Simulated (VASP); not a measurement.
# Mg4TiN (P6/mmm) in VASP: further runs

Mg4TiN is run at these levels: PBE; tasks: single point, relaxation of cell and atoms.

Everything below comes from runs of VASP 6.6.1. Logs are shortened: lines on timing, memory, paths and dates and some standing lists are left out, and cuts for length are marked.

## 1. The cell of the first run

The structure is hexagonal, space group P6/mmm (No. 191). The conventional cell has a = 4.789 Å, b = 4.789 Å, c = 5.376 Å, α = 90.00°, β = 90.00°, γ = 120.00°. Within 3.5 Å of Mg (site symmetry 3m) lie 5 Mg at 2.66 to 2.77 Å and 3 Ti at 3.07 Å and 3 N at 3.08 Å. Ti (site symmetry 6/mmm) has 2 N at 2.69 Å and 12 Mg at 3.07 Å within 3.5 Å. Within 3.5 Å of N (site symmetry 6/mmm) lie 2 Ti at 2.69 Å and 12 Mg at 3.08 Å.

The cell was built from a structure type or drawn by symmetry, and may not be a known phase.

## 2. Single point, PBE, collinear spin

Contents of INCAR:

```
ALGO = Normal
EDIFF = 1E-6
ENCUT = 520
GGA = PE
ISIF = 2
ISMEAR = 0
ISPIN = 2
LASPH = T
LCHARG = F
LMAXMIX = 4
LORBIT = 11
LREAL = F
LWAVE = F
MAGMOM = 0 0 0 0 1 0
NBANDS = 26
NELM = 150
PREC = Accurate
SIGMA = 0.1
```

Contents of KPOINTS:

```
k-points
0
Gamma
  6 6 2
```

Contents of POSCAR:

```
Mg4TiN
1.0
    4.7894094192      0.0000000000      0.0000000000
   -2.3947047096      4.1477502262      0.0000000000
    0.0000000000      0.0000000000      5.3755480871
Mg Ti N
4 1 1
Direct
    0.3333333333      0.6666666667      0.7523640711
    0.3333333333      0.6666666667      0.2476359289
    0.6666666667      0.3333333333      0.7523640711
    0.6666666667      0.3333333333      0.2476359289
    0.0000000000      0.0000000000      0.0000000000
    0.0000000000      0.0000000000      0.5000000000
```

Potentials or basis: VASP PAW PBE potentials, release 64 (Mg, Ti_sv, N).

Run with:

```
$ cat potpaw_PBE.64/Mg/POTCAR potpaw_PBE.64/Ti_sv/POTCAR potpaw_PBE.64/N/POTCAR > POTCAR
$ mpirun -np 1 vasp_std > vasp.out
```

OUTCAR:

```text
EDIFF = 1E-6
   ENCUT = 520
   GGA = PE
   ISIF = 2
   ISMEAR = 0
   ISPIN = 2
   LASPH = T
   LORBIT = 11
   LREAL = F
   NELM = 150
   PREC = Accurate

 ion  position               nearest neighbor table
   1  0.333  0.667  0.752-   2 2.66   2 2.71   3 2.77   3 2.77   3 2.77   5 3.07   5 3.07   5 3.07

   2  0.333  0.667  0.248-   1 2.66   1 2.71   4 2.77   4 2.77   4 2.77   5 3.07   5 3.07   5 3.07

   3  0.667  0.333  0.752-   4 2.66   4 2.71   1 2.77   1 2.77   1 2.77   5 3.07   5 3.07   5 3.07

   4  0.667  0.333  0.248-   3 2.66   3 2.71   2 2.77   2 2.77   2 2.77   5 3.07   5 3.07   5 3.07

   5  0.000  0.000  0.000-   1 3.07   2 3.07   3 3.07   4 3.07   3 3.07   4 3.07   1 3.07   2 3.07
                             3 3.07   4 3.07   1 3.07   2 3.07
   6  0.000  0.000  0.500-

  LATTYP: Found a hexagonal cell.
 ALAT       =     4.7894094192
 C/A-ratio  =     1.1223822431

  Lattice vectors:

 A1 = (   4.7894094192,   0.0000000000,   0.0000000000)
 A2 = (  -2.3947047096,   4.1477502262,   0.0000000000)
 A3 = (   0.0000000000,   0.0000000000,   5.3755480871)

Analysis of symmetry for initial positions (statically):
=====================================================================
 Subroutine PRICEL returns:
 Original cell was already a primitive cell.

 Routine SETGRP: Setting up the symmetry group for a
 hexagonal supercell.

 Subroutine GETGRP returns: Found 24 space group operations
 (whereof 24 operations were pure point group operations)
 out of a pool of 24 trial point group operations.

The static configuration has the point symmetry D_6h.

Analysis of symmetry for dynamics (positions and initial velocities):
=====================================================================
 Subroutine PRICEL returns:
 Original cell was already a primitive cell.

 Routine SETGRP: Setting up the symmetry group for a
 hexagonal supercell.

 Subroutine GETGRP returns: Found 24 space group operations
 (whereof 24 operations were pure point group operations)
 out of a pool of 24 trial point group operations.

The dynamic configuration has the point symmetry D_6h.

Analysis of structural, dynamic, and magnetic symmetry:
=====================================================================
 Subroutine PRICEL returns:
 Original cell was already a primitive cell.

 Routine SETGRP: Setting up the symmetry group for a
 hexagonal supercell.

 Subroutine GETGRP returns: Found 24 space group operations
 (whereof 24 operations were pure point group operations)
 out of a pool of 24 trial point group operations.

The overall configuration has the point symmetry D_6h.

 Subroutine INISYM returns: Found 24 space group operations
 (whereof 24 operations are pure point group operations),
 and found     1 'primitive' translations

----------------------------------------------------------------------------------------

                                     Primitive cell

  volume of cell :     106.7867

  direct lattice vectors                    reciprocal lattice vectors
     4.789409419  0.000000000  0.000000000     0.208794010  0.120547278  0.000000000
    -2.394704710  4.147750226  0.000000000     0.000000000  0.241094556  0.000000000
     0.000000000  0.000000000  5.375548087     0.000000000  0.000000000  0.186027542

  length of vectors
     4.789409419  4.789409419  5.375548087     0.241094556  0.241094556  0.186027542

  position of ions in fractional coordinates (direct lattice)
     0.333333333  0.666666667  0.752364071
     0.333333333  0.666666667  0.247635929
     0.666666667  0.333333333  0.752364071
     0.666666667  0.333333333  0.247635929
     0.000000000  0.000000000  0.000000000
     0.000000000  0.000000000  0.500000000

  ion indices of the primitive-cell ions
   primitive index   ion index
                 1           1
                 2           2
                 3           3
[... 36 lines left out ...]
  0.166667  0.166667  0.000000      6.000000
  0.333333  0.166667  0.000000     12.000000
  0.333333  0.333333  0.000000      2.000000
  0.000000  0.000000  0.500000      1.000000
  0.166667  0.000000  0.500000      6.000000
  0.333333 -0.000000  0.500000      6.000000
  0.500000  0.000000  0.500000      3.000000
  0.166667  0.166667  0.500000      6.000000
  0.333333  0.166667  0.500000     12.000000
  0.333333  0.333333  0.500000      2.000000
   k-points           NKPTS =     14   k-points in BZ     NKDIM =     14   number of bands    NBANDS=     26
   number of dos      NEDOS =    301   number of ions     NIONS =      6
   total plane-waves  NPLWV =  51840
   dimension x,y,z NGX =    36 NGY =   36 NGZ =   40
   dimension x,y,z NGXF=    72 NGYF=   72 NGZF=   80
   ions per type =               4   1   1
   NGX,Y,Z   is equivalent  to a cutoff of  12.50, 12.50, 12.37 a.u.
   NGXF,Y,Z  is equivalent  to a cutoff of  24.99, 24.99, 24.74 a.u.
 SYSTEM =  unknown system
   PREC   = accura    normal or accurate (medium, high low for compatibility)
   ISTART =      0    job   : 0-new  1-cont  2-samecut
   ICHARG =      2    charge: 1-file 2-atom 10-const
   ISPIN  =      2    spin polarized calculation?
   LNONCOLLINEAR =      F non collinear calculations
   LSORBIT =      F    spin-orbit coupling
   LASPH  =      T    aspherical Exc in radial PAW
   ENCUT  =  520.0 eV  38.22 Ry    6.18 a.u.   8.91  8.91  9.99*2*pi/ulx,y,z
   NELM   =    150;   NELMIN=  2; NELMDL= -5     # of ELM steps
   EDIFF  = 0.1E-05   stopping-criterion for ELM
   LREAL  =      F    real-space projection
   EDIFFG = 0.1E-04   stopping-criterion for IOM
   NSW    =      0    number of steps for IOM
   IBRION =     -1    ionic relax: 0-MD 1-quasi-New 2-CG
   NFREE  =      0    steps in history (QN), initial steepest desc. (CG)
   ISIF   =      2    stress and relaxation
   ISYM   =      2    0-nonsym 1-usesym 2-fastsym
   POTIM  = 0.5000    time-step for ionic-motion
   TEBEG  =    0.0;   TEEND  =   0.0 temperature during run
   PSTRESS=    0.0 pullay stress
   NELECT =      25.0000    total number of electrons
   NUPDOWN=      -1.0000    fix difference up-down
   EMIN   =  10.00;   EMAX   =-10.00  energy-range for DOS
   EFERMI =   0.00;   METHOD = LEGACY
   ISMEAR =     0;   SIGMA  =   0.10  broadening in eV -4-tet -1-fermi 0-gaus
   EFERMI_NEDOS =   21; number of points for ismear=-14 and -15
   IALGO  =     38    algorithm
   IMIX   =      4    mixing-type and parameters
     AMIX     =   0.40;   BMIX     =  1.00
     AMIX_MAG =   1.60;   BMIX_MAG =  1.00
  volume/ion in A,a.u.               =      17.80       120.11
  Fermi-wavevector in a.u.,A,eV,Ry     =   1.008980  1.906695 13.851274  1.018040
  Thomas-Fermi vector in A             =   2.141880
   LORBIT       =     11    0 simple, 1 ext, 2 COOP (PROOUT), +10 PAW based schemes
   GGA     = PE    functional components
   LHFCALC =     F    Hartree Fock is set to
   AEXX    =    0.0000 exact exchange contribution
   IVDW    =     0    specifies the selected vdW correction
   LEPSILON=     F    determine dielectric tensor
   LRPA    =     F    only Hartree local field effects (RPA)
 spin polarized calculation
 Gauss-broadening in eV      SIGMA  =   0.10
  energy-cutoff  :      520.00
  volume of cell :      106.79
 maximum number of plane-waves:      2893
 NGX is ok and might be reduce to    36
   NGX = 17   NGY = 17   NGZ = 19

 number of electron      25.0000001 magnetization       0.2902090

 Free energy of the ion-electron system (eV)
  ---------------------------------------------------
  ext. energy  EPLUGINS =         0.00000000
  ---------------------------------------------------
  free energy    TOTEN  =       -18.08687479 eV

  energy without entropy =      -18.07118008  energy(sigma->0) =      -18.07902743

 E-fermi :   4.1564     XC(G=0):  -9.5344

 val. band max:        4.1394937985   @ k =   0.1667   0.1667   0.0000
 cond. band min:       4.1608667299   @ k =   0.5000   0.0000   0.5000
 fundamental gap:      0.0213729314
 Fermi energy:         4.1563610404

 spin component 1

 k-point     1 :       0.0000    0.0000    0.0000
  band No.  band energies     occupation
      1     -53.2826      1.00000
      2     -29.5548      1.00000
      3     -29.5257      1.00000
      4     -29.5256      1.00000
      5      -8.8715      1.00000
      6      -2.1373      1.00000
[... 367 lines left out ...]
     23      10.4117      0.00000
     24      10.6600      0.00000
 Fermi energy:         4.1563610404

 spin component 2

 k-point     1 :       0.0000    0.0000    0.0000
  band No.  band energies     occupation
      1     -53.0369      1.00000
      2     -29.2998      1.00000
      3     -29.2998      1.00000
      4     -29.2673      1.00000
      5      -8.9241      1.00000
      6      -2.1226      1.00000
[... 367 lines left out ...]
     23      10.5057      0.00000
     24      10.7165      0.00000
 [bands above 24 left out]

------------------------ aborting loop because EDIFF is reached ----------------------------------------

  FORCE on cell =-STRESS in cart. coord.  units (eV):
  Direction    XX          YY          ZZ          XY          YZ          ZX
  --------------------------------------------------------------------------------------
  -------------------------------------------------------------------------------------
  Total       -0.0745924     -0.0745924      0.0014801      0.0000000      0.0000000      0.0000000
  in kB       -1.1191483     -1.1191483      0.0222073      0.0000000      0.0000000      0.0000000
  external PRESSURE =      -0.7386964 kB  Pullay stress =       0.0000000 kB

 VOLUME and BASIS-vectors are now :
 -----------------------------------------------------------------------------
  energy-cutoff  :      520.00
  volume of cell :      106.79
      direct lattice vectors                 reciprocal lattice vectors
     4.789409419  0.000000000  0.000000000     0.208794010  0.120547278  0.000000000
    -2.394704710  4.147750226  0.000000000     0.000000000  0.241094556  0.000000000
     0.000000000  0.000000000  5.375548087     0.000000000  0.000000000  0.186027542

 POSITION                                       TOTAL-FORCE (eV/Angst)
 -----------------------------------------------------------------------------------
     -0.00000      2.76517      4.04437         0.000000     -0.000000      0.018207
     -0.00000      2.76517      1.33118         0.000000     -0.000000     -0.018207
      2.39470      1.38258      4.04437        -0.000000      0.000000      0.018207
      2.39470      1.38258      1.33118        -0.000000      0.000000     -0.018207
      0.00000      0.00000      0.00000         0.000000     -0.000000      0.000000
      0.00000      0.00000      2.68777         0.000000     -0.000000      0.000000
 -----------------------------------------------------------------------------------
    total drift:                               -0.000000     -0.000000     -0.000000

  FREE ENERGIE OF THE ION-ELECTRON SYSTEM (eV)
  ---------------------------------------------------
  free  energy   TOTEN  =       -18.0868747874 eV

  energy  without entropy=      -18.0711800826  energy(sigma->0) =      -18.07902743

 total charge

# of ion       s       p       d       tot
------------------------------------------
    1        0.235   0.154   0.018   0.406
    2        0.235   0.154   0.018   0.406
    3        0.235   0.154   0.018   0.406
    4        0.235   0.154   0.018   0.406
    5        2.166   6.048   1.873  10.087
    6        1.344   2.008   0.000   3.353
--------------------------------------------------
tot          4.449   8.671   1.945  15.064

 magnetization (x)

# of ion       s       p       d       tot
------------------------------------------
    1       -0.002   0.001   0.000  -0.001
    2       -0.002   0.001   0.000  -0.001
    3       -0.002   0.001   0.000  -0.001
    4       -0.002   0.001   0.000  -0.001
    5        0.004   0.002   0.250   0.255
    6        0.000  -0.031   0.000  -0.030
--------------------------------------------------
tot         -0.004  -0.024   0.250   0.222
```

Run time: 58 s. Hardware: 1 thread of AMD EPYC 9R45 (Zen 5), shared host; peak memory 0.25 GiB.

Results:

| Quantity | Value |
| --- | --- |
| Free energy | -18.0869 eV |
| Pressure | -0.1 GPa |
| Largest force | 0.018 eV/Å |
| Net moment | 0.29 μB per cell |
| Site moments | Mg -0.00; Ti +0.26; N -0.03 μB |
| Valence electrons inside the program's atomic spheres | Mg 0.41; Ti 10.09; N 3.35 |

Forces on the atoms (eV/Å):
```
Mg   0.000  0.000  0.018
Mg   0.000  0.000 -0.018
Mg   0.000  0.000  0.018
Mg   0.000  0.000 -0.018
Ti   0.000  0.000  0.000
N    0.000  0.000  0.000
```

Levels at points of the mesh, in eV from the Fermi level:
Spin up:
```csv
k point,band 8,band 9,band 10,band 11,band 12,band 13,band 14,band 15,band 16,band 17
"(0.00, 0.00, 0.00)",-2.24,-2.24,-1.62,-1.22,-1.22,0.08,0.08,1.02,1.38,1.83
"(0.50, 0.00, 0.00)",-2.87,-2.67,-1.85,-1.32,-0.30,-0.16,0.17,0.33,0.66,1.36
"(0.00, 0.00, 0.50)",-2.45,-2.42,-2.42,-0.99,-0.99,0.79,0.79,1.76,1.76,2.49
"(0.50, 0.00, 0.50)",-4.10,-2.89,-2.32,-1.76,-0.12,0.00,0.34,0.44,0.71,1.06
```
Spin down:
```tsv
k point	band 9	band 10	band 11	band 12	band 13	band 14	band 15	band 16
(0.00, 0.00, 0.00)	-2.27	-1.61	-1.14	-1.14	0.38	0.38	0.99	1.52
(0.50, 0.00, 0.00)	-2.67	-1.88	-1.16	-0.18	0.11	0.22	0.50	0.65
(0.00, 0.00, 0.50)	-2.42	-2.42	-0.89	-0.89	1.06	1.06	1.76	1.76
(0.50, 0.00, 0.50)	-2.88	-2.30	-1.75	-0.08	0.13	0.52	0.57	0.96
```

Caveat: the k points lie up to 0.58 Å⁻¹ apart.

(Continued in part 2 of 2.)
